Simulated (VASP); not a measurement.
# SiC: single point with PBE

The system is SiC.

```xyz
2
Lattice="0.0000 2.1900 2.1900 2.1900 0.0000 2.1900 2.1900 2.1900 0.0000" Properties=species:S:1:pos:R:3 pbc="T T T"
Si   -0.0214    0.0000    0.0000
C     1.1450    1.0950    1.0950
```

- Program: VASP 6.6.1
- Task: single point
- Functional: PBE
- Potentials or basis: VASP PAW PBE potentials, release 64 (Si, C)
- Cutoff: 600 eV
- k mesh: 6 × 6 × 6
- Occupations: gaussian, width 0.01 eV
- Spin: no spin polarisation
- Dipole correction: no
- Further INCAR settings: ALGO = Normal; EDIFF = 1e-06; NBANDS = 11

* Pressure: 0.4 GPa
* Largest force: 1.318 eV/Å
* Band gap on the k mesh: 1.03 eV (least direct gap 4.35 eV)

Forces in eV/Å, atoms in the order of the input:
```
Si   1.318  0.000  0.000
C   -1.318  0.000  0.000
```

Stress tensor (GPa, compression positive):
```
-0.18  0.00  0.00
 0.00  0.67 -4.08
 0.00 -4.08  0.67
```

Levels at points of the mesh, in eV from the valence-band top:
```tsv
k point	band 2	band 3	band 4	band 5	band 6	band 7
(0.00, 0.00, 0.00)	-0.67	-0.31	0.00	5.71	6.75	6.87
(0.50, 0.00, 0.00)	-8.63	-1.67	-1.21	4.95	6.51	7.04
(0.00, 0.50, 0.00)	-8.92	-1.51	-1.09	4.95	6.63	7.18
(0.50, 0.50, 0.00)	-8.09	-3.47	-3.46	1.03	3.91	13.53
(0.00, 0.50, 0.50)	-8.05	-3.67	-3.31	1.03	3.95	13.53
```

Run time: 12 s on 1 thread of AMD EPYC 7R13 Processor (Zen 3), on a shared host, peak memory 0.12 GiB.

Caveat: forces of over 1 eV/Å act on the atoms, so gaps and moduli don't describe the material at rest. A k mesh can miss the band edges.
